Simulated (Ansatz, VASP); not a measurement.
Two plane-wave programs on AlRu

```
Al Ru
1.0
     3.00370    0.00000    0.00000
     0.00000    3.00370    0.00000
     0.00000    0.00000    3.00370
Al Ru
1 1
Direct
  0.00000 0.00000 0.00000
  0.50000 0.50000 0.50000
```

Alike in both runs: functional PBE; k mesh 6 × 6 × 6; occupations gaussian, width 0.1 eV; no spin polarisation.

Ansatz relaxed the structure, and its values are those at the end. VASP's run is a single point on that final structure, the one shown.

|  | VASP | Ansatz |
| --- | --- | --- |
| version | VASP 6.6.1 | Ansatz 0.2.0 |
| potentials or method | VASP PAW PBE potentials, release 64 (Al, Ru_pv), cutoff 500 eV | scalar-relativistic, plane waves, PAW |
| valence electrons in the cell | 17 | 19 |

VASP gave:

```
gap on the k mesh at the Fermi level (eV) : none
pressure (GPa)                            : -0.1
```

**Question.** What did Ansatz give for the same quantities?

**Answer.** gap on the k mesh at the Fermi level (eV): none; pressure (GPa): 0.0.

A gap of «none» marks a metal or a gap that the smearing closes. VASP's potentials hold 17 valence electrons a cell and Ansatz's 19, so a difference there can come from the potentials and not from the codes.
